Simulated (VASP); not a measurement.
# HfB2 (P6/mmm) in VASP: further runs

The runs below take HfB2 through single point, with PBE.

All numbers are computed with VASP 6.6.1; they aren't measurements. Logs are shortened: lines on timing, memory, paths and dates and some standing lists are left out, and cuts for length are marked.

### Step 1. The cell of the first run

It takes space group P6/mmm (No. 191, hexagonal). The conventional cell has a = 3.145 Å, b = 3.145 Å, c = 3.487 Å, α = 90.00°, β = 90.00°, γ = 120.00°. Within 3.3 Å of Hf (site symmetry 6/mmm) lie 12 B at 2.52 Å and 6 Hf at 3.15 Å. B (site symmetry -6m2) has 3 B at 1.82 Å within 2.4 Å.

### Step 2. Single point, PBE

Contents of INCAR:

```
SYSTEM = HfB2
PREC = Accurate
ENCUT = 520
EDIFF = 1E-7
ISMEAR = -1
SIGMA = 0.05
LREAL = .FALSE.
LASPH = .TRUE.
NELM = 100
ALGO = Normal
ISIF = 2
LWAVE = .FALSE.
LCHARG = .FALSE.
GGA = PE
NBANDS = 15
```

Contents of KPOINTS:

```
regular mesh
0
G
  13 13 10
  0 0 0
```

Contents of POSCAR:

```
HfB2
1.0
    3.1451078224      0.0000000000      0.0000000000
   -1.5725539112      2.7237432718      0.0000000000
    0.0000000000      0.0000000000      3.4873792405
Hf B
1 2
Direct
    0.0000000000      0.0000000000      0.0000000000
    0.3333333333      0.6666666667      0.5000000000
    0.6666666667      0.3333333333      0.5000000000
```

Potentials or basis: VASP PAW PBE potentials, release 64 (Hf_pv, B).

Started as:

```bash
cat potpaw_PBE.64/Hf_pv/POTCAR potpaw_PBE.64/B/POTCAR > POTCAR
mpirun -np 1 vasp_std > vasp.out
```

OUTCAR:

```text
SYSTEM = HfB2
   PREC = Accurate
   ENCUT = 520
   EDIFF = 1E-7
   ISMEAR = -1
   LREAL = .FALSE.
   LASPH = .TRUE.
   NELM = 100
   ISIF = 2
   GGA = PE

 ion  position               nearest neighbor table
   1  0.000  0.000  0.000-   2 2.52   3 2.52   2 2.52   3 2.52   2 2.52   2 2.52   3 2.52   3 2.52
                             3 2.52   3 2.52   2 2.52   2 2.52
   2  0.333  0.667  0.500-   3 1.82   3 1.82   3 1.82   1 2.52   1 2.52   1 2.52   1 2.52   1 2.52
                             1 2.52
   3  0.667  0.333  0.500-   2 1.82   2 1.82   2 1.82   1 2.52   1 2.52   1 2.52   1 2.52   1 2.52
                             1 2.52

  LATTYP: Found a hexagonal cell.
 ALAT       =     3.1451078224
 C/A-ratio  =     1.1088266086

  Lattice vectors:

 A1 = (   3.1451078224,   0.0000000000,   0.0000000000)
 A2 = (  -1.5725539112,   2.7237432718,   0.0000000000)
 A3 = (   0.0000000000,   0.0000000000,   3.4873792405)

Analysis of symmetry for initial positions (statically):
=====================================================================
 Subroutine PRICEL returns:
 Original cell was already a primitive cell.

 Routine SETGRP: Setting up the symmetry group for a
 hexagonal supercell.

 Subroutine GETGRP returns: Found 24 space group operations
 (whereof 24 operations were pure point group operations)
 out of a pool of 24 trial point group operations.

The static configuration has the point symmetry D_6h.

Analysis of symmetry for dynamics (positions and initial velocities):
=====================================================================
 Subroutine PRICEL returns:
 Original cell was already a primitive cell.

 Routine SETGRP: Setting up the symmetry group for a
 hexagonal supercell.

 Subroutine GETGRP returns: Found 24 space group operations
 (whereof 24 operations were pure point group operations)
 out of a pool of 24 trial point group operations.

The dynamic configuration has the point symmetry D_6h.

 Subroutine INISYM returns: Found 24 space group operations
 (whereof 24 operations are pure point group operations),
 and found     1 'primitive' translations

----------------------------------------------------------------------------------------

                                     Primitive cell

  volume of cell :      29.8745

  direct lattice vectors                    reciprocal lattice vectors
     3.145107822  0.000000000  0.000000000     0.317954123  0.183570899  0.000000000
    -1.572553911  2.723743272  0.000000000     0.000000000  0.367141797  0.000000000
[... 101 lines left out ...]
   EFERMI =   0.00;   METHOD = LEGACY
   ISMEAR =    -1;   SIGMA  =   0.05  broadening in eV -4-tet -1-fermi 0-gaus
   EFERMI_NEDOS =   21; number of points for ismear=-14 and -15
   IALGO  =     38    algorithm
   IMIX   =      4    mixing-type and parameters
     AMIX     =   0.40;   BMIX     =  1.00
     AMIX_MAG =   1.60;   BMIX_MAG =  1.00
  volume/ion in A,a.u.               =       9.96        67.20
  Fermi-wavevector in a.u.,A,eV,Ry     =   1.329478  2.512349 24.048462  1.767512
  Thomas-Fermi vector in A             =   2.458637
   LORBIT       =      0    0 simple, 1 ext, 2 COOP (PROOUT), +10 PAW based schemes
   GGA     = PE    functional components
   LHFCALC =     F    Hartree Fock is set to
   AEXX    =    0.0000 exact exchange contribution
   IVDW    =     0    specifies the selected vdW correction
   LEPSILON=     F    determine dielectric tensor
   LRPA    =     F    only Hartree local field effects (RPA)
 non-spin polarized calculation
  energy-cutoff  :      520.00
  volume of cell :       29.87
 maximum number of plane-waves:       820
 NGX is ok and might be reduce to    24
   NGX = 11   NGY = 11   NGZ = 13

 number of electron      15.9999997 magnetization

 Free energy of the ion-electron system (eV)
  ---------------------------------------------------
  ext. energy  EPLUGINS =         0.00000000
  ---------------------------------------------------
  free energy    TOTEN  =       -26.40271410 eV

  energy without entropy =      -26.40031699  energy(sigma->0) =      -26.40151554

 E-fermi :   7.7603     XC(G=0): -12.5713

 val. band max:        7.7462718548   @ k =   0.3077   0.1538   0.0000
 cond. band min:       7.8289327452   @ k =   0.0769   0.0769   0.3000
 fundamental gap:      0.0826608903
 Fermi energy:         7.7602887262

 k-point     1 :       0.0000    0.0000    0.0000
  band No.  band energies     occupation
      1     -23.0261      2.00000
      2     -22.5343      2.00000
      3     -22.5343      2.00000
      4      -6.0949      2.00000
      5       4.6353      2.00000
      6       4.7458      2.00000
      7       4.7458      2.00000
      8       4.8424      2.00000
      9      11.6268      0.00000
     10      11.6268      0.00000
     11      12.2556      0.00000
     12      12.2556      0.00000
     13      12.5905      0.00000
     14      12.6000      0.00000
[... 401 lines left out ...]
      2     -22.7019      2.00000
      3     -22.5702      2.00000
      4      -5.4538      2.00000
      5       3.4252      2.00000
      6       3.7186      2.00000
      7       4.7187      2.00000
      8       5.8087      2.00000
      9       9.8077      0.00000
     10      10.2358      0.00000
     11      12.2555      0.00000
     12      12.4081      0.00000
     13      13.1108      0.00000
     14      14.4868      0.00000
     15      14.9784      0.00000

 [... further k-points ...]

------------------------ aborting loop because EDIFF is reached ----------------------------------------

  FORCE on cell =-STRESS in cart. coord.  units (eV):
  Direction    XX          YY          ZZ          XY          YZ          ZX
  --------------------------------------------------------------------------------------
  -------------------------------------------------------------------------------------
  Total       -0.0852362     -0.0852362     -0.0349446      0.0000000     -0.0000000      0.0000000
  in kB       -4.5712397     -4.5712397     -1.8740844      0.0000000     -0.0000000      0.0000000
  external PRESSURE =      -3.6721879 kB  Pullay stress =       0.0000000 kB

 VOLUME and BASIS-vectors are now :
 -----------------------------------------------------------------------------
  energy-cutoff  :      520.00
  volume of cell :       29.87
      direct lattice vectors                 reciprocal lattice vectors
     3.145107822  0.000000000  0.000000000     0.317954123  0.183570899  0.000000000
    -1.572553911  2.723743272  0.000000000     0.000000000  0.367141797  0.000000000
     0.000000000  0.000000000  3.487379241     0.000000000  0.000000000  0.286748280

 POSITION                                       TOTAL-FORCE (eV/Angst)
 -----------------------------------------------------------------------------------
      0.00000      0.00000      0.00000        -0.000000      0.000000     -0.000000
     -0.00000      1.81583      1.74369        -0.000000     -0.000000     -0.000000
      1.57255      0.90791      1.74369         0.000000      0.000000      0.000000
 -----------------------------------------------------------------------------------
    total drift:                               -0.000000      0.000000      0.000000

  FREE ENERGIE OF THE ION-ELECTRON SYSTEM (eV)
  ---------------------------------------------------
  free  energy   TOTEN  =       -26.4027140992 eV

  energy  without entropy=      -26.4003169861  energy(sigma->0) =      -26.40151554
```

Wall time 37 s (1 thread of AMD EPYC 9R14 (Zen 4), shared host); peak memory 0.15 GiB.

Results:

* Free energy: -26.4027 eV
* Pressure: -0.4 GPa
* Band gap on the k mesh: zero (bands 8 and 9 overlap by 1.05 eV)

Levels at points of the mesh, in eV from the Fermi level:
```tsv
k point	band 5	band 6	band 7	band 8	band 9	band 10	band 11	band 12
(0.00, 0.00, 0.00)	-3.12	-3.01	-3.01	-2.92	3.87	3.87	4.50	4.50
(0.00, 0.00, 0.50)	-8.48	-1.32	-1.32	0.19	0.19	0.87	0.87	2.08
```

Caveat: spin-orbit coupling is left out, which moves the levels of the heavy elements.

### Step 3. Single point, PBE

Contents of INCAR:

```
ALGO = Normal
EDIFF = 1E-6
ENCUT = 520
GGA = PE
ISIF = 2
ISMEAR = -1
LASPH = True
LCHARG = True
LELF = True
LREAL = False
LVHAR = True
LWAVE = False
NBANDS = 15
NELM = 80
PREC = Accurate
SIGMA = 0.05
```

Contents of KPOINTS:

```
k-points
0
Gamma
  13 13 10
```

POSCAR is that of step 2.

Potentials or basis: VASP PAW PBE potentials, release 64 (Hf_pv, B).

Started as:

```bash
cat potpaw_PBE.64/Hf_pv/POTCAR potpaw_PBE.64/B/POTCAR > POTCAR
mpirun -np 1 vasp_std > vasp.out
```

It took 38 s on 1 thread of AMD EPYC 9R14 (Zen 4), shared host; peak memory 0.15 GiB.

It converged, with:

```yaml
Free_energy: -26.4027 eV
Pressure: -0.4 GPa
Band_gap_on_the_k_mesh: zero (bands 8 and 9 overlap by 1.05 eV)
```

Stress tensor (GPa, compression positive):
```
-0.46  0.00  0.00
 0.00 -0.46  0.00
 0.00  0.00 -0.19
```

Levels at points of the mesh, in eV from the Fermi level:
```csv
k point,band 6,band 7,band 8,band 9,band 10,band 11
"(0.00, 0.00, 0.00)",-3.01,-3.01,-2.92,3.87,3.87,4.50
"(0.00, 0.00, 0.50)",-1.32,-1.32,0.19,0.19,0.87,0.87
```

Caveat: spin-orbit coupling is left out, which moves the levels of the heavy elements.

### Step 4. Single point, PBE

Contents of INCAR:

```
SYSTEM = HfB2
ALGO     = Normal         ! electronic algorithm
EDIFF    = 1E-6           ! SCF threshold, eV
ENCUT    = 520            ! plane-wave cutoff, eV
GGA      = PE             ! functional
ISIF     = 2              ! what is computed and relaxed
ISMEAR   = -1             ! smearing method
LASPH    = .True.         ! aspherical terms in the spheres
LCHARG   = .False.        ! write CHGCAR
LREAL    = .False.        ! projectors in reciprocal space
LWAVE    = .False.        ! write WAVECAR
NBANDS   = 15             ! bands
NELM     = 100            ! most SCF steps
PREC     = Accurate       ! precision mode
SIGMA    = 0.05           ! smearing width, eV
```

Contents of KPOINTS:

```
k-points
0
Gamma
  13 13 10
  0 0 0
```

Contents of POSCAR:

```
HfB2
1.0
    3.1453227093      0.0000000000      0.0000000000
   -1.5726613546      2.7239293694      0.0000000000
    0.0000000000      0.0000000000      3.4884197642
Hf B
1 2
Direct
    0.0000000000      0.0000000000      0.0000000000
    0.3333333333      0.6666666667      0.5000000000
    0.6666666667      0.3333333333      0.5000000000
```

Started as:

```bash
cat potpaw_PBE.64/Hf_pv/POTCAR potpaw_PBE.64/B/POTCAR > POTCAR
mpirun -np 1 vasp_std > vasp.out
```

Wall time 31 s (1 thread of AMD EPYC 9R14 (Zen 4), shared host); peak memory 0.15 GiB.

It converged, with:

| Quantity | Value |
| --- | --- |
| Free energy | -26.4027 eV |
| Pressure | -0.5 GPa |
| Band gap on the k mesh | zero (bands 8 and 9 overlap by 1.04 eV) |

Stress tensor (GPa, compression positive):
```
-0.54  0.00  0.00
 0.00 -0.54  0.00
 0.00  0.00 -0.34
```

Levels at points of the mesh, in eV from the Fermi level:
| k point | band 5 | band 6 | band 7 | band 8 | band 9 | band 10 | band 11 | band 12 |
| --- | --- | --- | --- | --- | --- | --- | --- | --- |
| (0.00, 0.00, 0.00) | -3.12 | -3.01 | -3.01 | -2.92 | 3.86 | 3.86 | 4.49 | 4.49 |
| (0.00, 0.00, 0.50) | -8.48 | -1.32 | -1.32 | 0.19 | 0.19 | 0.87 | 0.87 | 2.07 |

Caveat: spin-orbit coupling is left out, which moves the levels of the heavy elements.
